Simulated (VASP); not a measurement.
# Cd2O3 (R-3c) in VASP: single point with PBE

Aim: the single point of Cd2O3 with PBE.

Program: VASP 6.6.1. These are calculated values, not measurements. Logs are shortened: lines on timing, memory, paths and dates and some standing lists are left out, and cuts for length are marked.

## (1) The cell of the first run

It takes space group R-3c (No. 167, trigonal). Conventional cell: a = 5.440 Å, b = 5.440 Å, c = 14.386 Å, α = 90.00°, β = 90.00°, γ = 120.00°. Cd (site symmetry 3) has 6 O at 2.10 to 2.24 Å within 2.8 Å. O (site symmetry 2) has 4 Cd at 2.10 to 2.24 Å and 8 O at 2.81 to 3.07 Å within 3.1 Å.

## (2) Single point, PBE

Contents of INCAR:

```
SYSTEM = Cd2O3
ALGO = Normal
EDIFF = 1E-6
ENCUT = 520
GGA = PE
ISIF = 2
ISMEAR = 0
LASPH = .True.
LCHARG = .False.
LREAL = .False.
LWAVE = .False.
NBANDS = 53
NELM = 60
PREC = Accurate
SIGMA = 0.0272
```

Contents of KPOINTS:

```
k-points
0
Gamma
  7 7 7
  0 0 0
```

Contents of POSCAR:

```
Cd2O3
1.0
    2.7199960000      4.7111700000      0.0000000000
   -2.7199960000      4.7111700000      0.0000000000
    0.0000000000     -3.1407800000      4.7952340000
Cd O
4 6
Direct
    0.3573100000      0.3573100000      0.0719300000
    0.1426900000      0.1426900000      0.4280700000
    0.6426900000      0.6426900000      0.9280700000
    0.8573100000      0.8573100000      0.5719300000
    0.5480000000      0.9520000000      0.7500000000
    0.2500000000      0.5480000000      0.7500000000
    0.9520000000      0.2500000000      0.7500000000
    0.4520000000      0.0480000000      0.2500000000
    0.7500000000      0.4520000000      0.2500000000
    0.0480000000      0.7500000000      0.2500000000
```

Potentials or basis: VASP PAW PBE potentials, release 64 (Cd, O).

The run is started by

```
> cat potpaw_PBE.64/Cd/POTCAR potpaw_PBE.64/O/POTCAR > POTCAR
> mpirun -np 1 vasp_std > vasp.out
```

OUTCAR:

```text
SYSTEM = Cd2O3
   EDIFF = 1E-6
   ENCUT = 520
   GGA = PE
   ISIF = 2
   ISMEAR = 0
   LASPH = .True.
   LREAL = .False.
   NELM = 60
   PREC = Accurate

 ion  position               nearest neighbor table
   1  0.357  0.357  0.072-   9 2.10   8 2.10  10 2.10   7 2.24   6 2.24   5 2.24   2 3.09   3 3.22
                             3 3.22   3 3.22   2 3.58   2 3.58   2 3.58
   2  0.143  0.143  0.428-  10 2.10   8 2.10   9 2.10   6 2.24   7 2.24   5 2.24   1 3.09   4 3.22
                             4 3.22   4 3.22   1 3.58   1 3.58   1 3.58
   3  0.643  0.643  0.928-   6 2.10   5 2.10   7 2.10  10 2.24   9 2.24   8 2.24   4 3.09   1 3.22
                             1 3.22   1 3.22   4 3.58   4 3.58   4 3.58
   4  0.857  0.857  0.572-   7 2.10   5 2.10   6 2.10   9 2.24  10 2.24   8 2.24   3 3.09   2 3.22
                             2 3.22   2 3.22   3 3.58   3 3.58   3 3.58
   5  0.548  0.952  0.750-   3 2.10   4 2.10   1 2.24   2 2.24
   6  0.250  0.548  0.750-   3 2.10   4 2.10   2 2.24   1 2.24
   7  0.952  0.250  0.750-   4 2.10   3 2.10   1 2.24   2 2.24
   8  0.452  0.048  0.250-   1 2.10   2 2.10   3 2.24   4 2.24
   9  0.750  0.452  0.250-   1 2.10   2 2.10   4 2.24   3 2.24
  10  0.048  0.750  0.250-   2 2.10   1 2.10   3 2.24   4 2.24

  LATTYP: Found a trigonal (rhomboedric) cell.
 ALAT       =     5.7322571564
 COS(alpha) =     0.5496862624

  Lattice vectors:

 A1 = (   2.7199960000,   1.5703900000,   4.7952340000)
 A2 = (  -2.7199960000,   1.5703900000,   4.7952340000)
 A3 = (   0.0000000000,  -3.1407800000,   4.7952340000)

Analysis of symmetry for initial positions (statically):
=====================================================================
 Subroutine PRICEL returns:
 Original cell was already a primitive cell.

 Routine SETGRP: Setting up the symmetry group for a
 trigonal (rhombohedral) supercell.

 Subroutine GETGRP returns: Found 12 space group operations
 (whereof  6 operations were pure point group operations)
 out of a pool of 12 trial point group operations.

The static configuration has the point symmetry S_6 .
 The point group associated with its full space group is D_3d.

Analysis of symmetry for dynamics (positions and initial velocities):
=====================================================================
 Subroutine PRICEL returns:
 Original cell was already a primitive cell.

 Routine SETGRP: Setting up the symmetry group for a
 trigonal (rhombohedral) supercell.

 Subroutine GETGRP returns: Found 12 space group operations
 (whereof  6 operations were pure point group operations)
 out of a pool of 12 trial point group operations.

[... 123 lines left out ...]
   ISIF   =      2    stress and relaxation
   ISYM   =      2    0-nonsym 1-usesym 2-fastsym
   POTIM  = 0.5000    time-step for ionic-motion
   TEBEG  =    0.0;   TEEND  =   0.0 temperature during run
   PSTRESS=    0.0 pullay stress
   NELECT =      84.0000    total number of electrons
   NUPDOWN=      -1.0000    fix difference up-down
   EMIN   =  10.00;   EMAX   =-10.00  energy-range for DOS
   EFERMI =   0.00;   METHOD = LEGACY
   ISMEAR =     0;   SIGMA  =   0.03  broadening in eV -4-tet -1-fermi 0-gaus
   EFERMI_NEDOS =   21; number of points for ismear=-14 and -15
   IALGO  =     38    algorithm
   IMIX   =      4    mixing-type and parameters
     AMIX     =   0.40;   BMIX     =  1.00
     AMIX_MAG =   1.60;   BMIX_MAG =  1.00
  volume/ion in A,a.u.               =      12.29        82.93
  Fermi-wavevector in a.u.,A,eV,Ry     =   1.442079  2.725134 28.294555  2.079591
  Thomas-Fermi vector in A             =   2.560639
   LORBIT       =      0    0 simple, 1 ext, 2 COOP (PROOUT), +10 PAW based schemes
   GGA     = PE    functional components
   LHFCALC =     F    Hartree Fock is set to
   AEXX    =    0.0000 exact exchange contribution
   IVDW    =     0    specifies the selected vdW correction
   LEPSILON=     F    determine dielectric tensor
   LRPA    =     F    only Hartree local field effects (RPA)
 non-spin polarized calculation
 Gauss-broadening in eV      SIGMA  =   0.03
  energy-cutoff  :      520.00
  volume of cell :      122.90
 maximum number of plane-waves:      3323
   NGX = 21   NGY = 21   NGZ = 21

 number of electron      83.9999987 magnetization

 Free energy of the ion-electron system (eV)
  ---------------------------------------------------
  ext. energy  EPLUGINS =         0.00000000
  ---------------------------------------------------
  free energy    TOTEN  =       -36.05510694 eV

  energy without entropy =      -36.04797087  energy(sigma->0) =      -36.05153890

 E-fermi :   1.4949     XC(G=0): -11.3329

 val. band max:        1.4946674559   @ k =  -0.2857  -0.0000   0.1429
 cond. band min:       1.5008957142   @ k =   0.4286   0.0000   0.2857
 fundamental gap:      0.0062282583
 Fermi energy:         1.4948740634

 k-point     1 :       0.0000    0.0000    0.0000
  band No.  band energies     occupation
      1     -16.6061      2.00000
      2     -15.5442      2.00000
      3     -15.5442      2.00000
      4     -15.4782      2.00000
      5     -15.4782      2.00000
      6     -15.4561      2.00000
[... 1333 lines left out ...]
     52      12.3990      0.00000
     53      13.0034      0.00000

 [... further k-points ...]
[... 5 lines left out ...]
  --------------------------------------------------------------------------------------
  -------------------------------------------------------------------------------------
  Total       17.6538493     17.6538398     13.3359590      0.0000000      0.0000000      0.0000000
  in kB      230.1511533    230.1510294    173.8593261      0.0000000      0.0000000      0.0000000
  external PRESSURE =     211.3871696 kB  Pullay stress =       0.0000000 kB

 VOLUME and BASIS-vectors are now :
 -----------------------------------------------------------------------------
  energy-cutoff  :      520.00
  volume of cell :      122.90
      direct lattice vectors                 reciprocal lattice vectors
     2.719996000  4.711170000  0.000000000     0.183823800  0.106130749  0.069513466
    -2.719996000  4.711170000  0.000000000    -0.183823800  0.106130749  0.069513466
     0.000000000 -3.140780000  4.795234000     0.000000000  0.000000000  0.208540397

 POSITION                                       TOTAL-FORCE (eV/Angst)
 -----------------------------------------------------------------------------------
      0.00000      3.14078      0.34492         0.000000      0.000000     -0.324422
      0.00000      0.00000      2.05270         0.000000      0.000000      0.324422
      0.00000      3.14078      4.45031         0.000000      0.000000      0.324422
      0.00000      6.28156      2.74254         0.000000     -0.000000     -0.324422
     -1.09888      4.71117      3.59643        -0.365411      0.000000      0.000000
     -0.81056      1.40393      3.59643         0.182705     -0.316455      0.000000
      1.90944      3.30724      3.59643         0.182705      0.316455      0.000000
      1.09888      1.57039      1.19881         0.365411      0.000000      0.000000
      0.81056      4.87763      1.19881        -0.182705      0.316455      0.000000
     -1.90944      2.97432      1.19881        -0.182705     -0.316455      0.000000
 -----------------------------------------------------------------------------------
    total drift:                                0.000000      0.000000     -0.000000

  FREE ENERGIE OF THE ION-ELECTRON SYSTEM (eV)
  ---------------------------------------------------
  free  energy   TOTEN  =       -36.0551069367 eV

  energy  without entropy=      -36.0479708674  energy(sigma->0) =      -36.05153890
```

It took 5.8 min on 1 thread of Oxide Virtual Turin-like, shared host; peak memory 0.34 GiB.

What came out:

| Property | Result |
| --- | --- |
| Free energy | -36.0551 eV |
| Pressure | 21.1 GPa |
| Largest force | 0.365 eV/Å |
| Band gap on the k mesh | zero (bands 42 and 43 overlap by 0.25 eV) |

Forces on the atoms (eV/Å):
```
Cd   0.000  0.000 -0.324
Cd   0.000  0.000  0.324
Cd   0.000  0.000  0.324
Cd   0.000  0.000 -0.324
O   -0.365  0.000  0.000
O    0.183 -0.316  0.000
O    0.183  0.316  0.000
O    0.365  0.000  0.000
O   -0.183  0.316  0.000
O   -0.183 -0.316  0.000
```

Stress tensor (GPa, compression positive):
```
23.02  0.00  0.00
 0.00 23.02  0.00
 0.00  0.00 17.39
```

Caveat: the stress differs along the axes, from 17 to 23 GPa; semilocal functionals underestimate gaps, and a narrow one can read as zero.
